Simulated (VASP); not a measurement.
Wanted: the native input for a VASP 6.6.1 run.

| Item | Value |
| --- | --- |
| Task | single point |
| Functional | r2SCAN |
| Potentials or basis | VASP PAW PBE potentials, release 64 (W_sv, Se) |
| Cutoff | 520 eV |
| k mesh | 12 × 12 × 4 |
| Occupations | gaussian, width 0.01 eV |
| Spin | no spin polarisation |
| Dipole correction | no |
| Further INCAR settings | ALGO = Normal; EDIFF = 1e-07; NBANDS = 20 |

WSe2:

```
W Se
1.0
     3.29721    0.00000    0.00000
    -1.64861    2.85547    0.00000
     0.00000    0.00000    6.88181
W Se
1 2
Direct
  0.00000 0.00000 0.00000
  0.33333 0.66667 0.24121
  0.33333 0.66667 0.75879
```

This cell differs from its parent crystal: uniaxial z strain -4.2%.

These files were run (other wordings do the same):

POSCAR

```
WSe2
1.0
    3.2972127305      0.0000000000      0.0000000000
   -1.6486063653      2.8554699863      0.0000000000
    0.0000000000      0.0000000000      6.8818093136
W Se
1 2
Direct
    0.0000000000      0.0000000000      0.0000000000
    0.3333333333      0.6666666667      0.2412090831
    0.3333333333      0.6666666667      0.7587909169
```

INCAR.step1

```
SYSTEM = WSe2
  PREC = Accurate
  ENCUT = 520
  ISMEAR = 0
  SIGMA = 0.01
  LREAL = .False.
  LASPH = .True.
  NELM = 100
  NBANDS = 20
  GGA = PE
  ALGO = Normal
  EDIFF = 1E-4
  LWAVE = .True.
  LCHARG = .False.
```

INCAR.step2

```
SYSTEM = WSe2
  PREC = Accurate
  ENCUT = 520
  EDIFF = 1E-7
  ISMEAR = 0
  SIGMA = 0.01
  LREAL = .False.
  LASPH = .True.
  NELM = 100
  ALGO = Normal
  ISIF = 2
  LWAVE = .False.
  LCHARG = .False.
  METAGGA = R2SCAN
  LMIXTAU = .True.
  NBANDS = 20
  ISTART = 1
```

KPOINTS

```
Automatic mesh
0
Gamma
  12 12 4
  0 0 0
```

Potentials or basis: VASP PAW PBE potentials, release 64 (W_sv, Se).

The run is started by

```console
$ cat potpaw_PBE.64/W_sv/POTCAR potpaw_PBE.64/Se/POTCAR > POTCAR
$ cp INCAR.step1 INCAR
$ mpirun -np 1 vasp_std > vasp.out
$ cp INCAR.step2 INCAR
$ mpirun -np 1 vasp_std > vasp.out
```

Results of the run:

```json
{
 "Pressure": "2.6 GPa",
 "Largest force": "0.017 eV/Å",
 "Band gap on the k mesh": "1.27 eV (least direct gap 1.64 eV)"
}
```

Caveat: the cell differs from its parent crystal (uniaxial z strain -4.2%); the PAW data sets were made with another functional, which shifts forces and pressure a little; spin-orbit coupling is left out, which moves the levels of the heavy elements.

Run time: 3.9 min on 1 thread of AMD EPYC 9R45 96-Core Processor (Zen 5) (shared host), peak memory 0.22 GiB.
